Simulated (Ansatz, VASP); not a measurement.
AlV2C in VASP and in Ansatz

```
CELL_PARAMETERS angstrom
2.88760 0.00000 0.00000
-1.44380 2.50073 0.00000
0.00000 0.00000 13.10482
ATOMIC_POSITIONS crystal
V 0.33333 0.66667 0.91362
V 0.66667 0.33333 0.08638
V 0.66667 0.33333 0.41362
V 0.33333 0.66667 0.58638
Al 0.66667 0.33333 0.75000
Al 0.33333 0.66667 0.25000
C 0.00000 0.00000 0.50000
C 0.00000 0.00000 0.00000
```

Alike in both runs: functional PBEsol; k mesh 9 × 9 × 2; occupations fermi-dirac, width 0.05 eV; collinear spin.

```csv
,VASP,Ansatz
version,VASP 6.6.1,Ansatz 0.2.0
potentials or method,"VASP PAW PBE potentials, release 64 (V_sv, Al, C)",Ansatz PAW
plane-wave cutoff (eV),520,420
valence electrons in the cell,66,66
task,single point,band structure
```

|  | VASP | Ansatz | Ansatz less VASP |
| --- | --- | --- | --- |
| gap on the k mesh at the Fermi level (eV) | none | none | - |
| pressure (GPa) | -3.5 | -3.8 | -0.36 |
| traceless stress, the component that is largest in VASP (GPa) | -0.90 | -0.91 | -0.010 |
| rms of the force components (eV/Å) | 0.241 | 0.254 | +0.0132 |
| net moment per atom (μB) | 0.00 | 0.00 | 0.000 |

VASP's potentials were made for PBE, not for PBEsol. Atom by atom the forces differ by 0.013 eV/Å (rms over components). A gap of «none» marks a metal or a gap that the smearing closes.
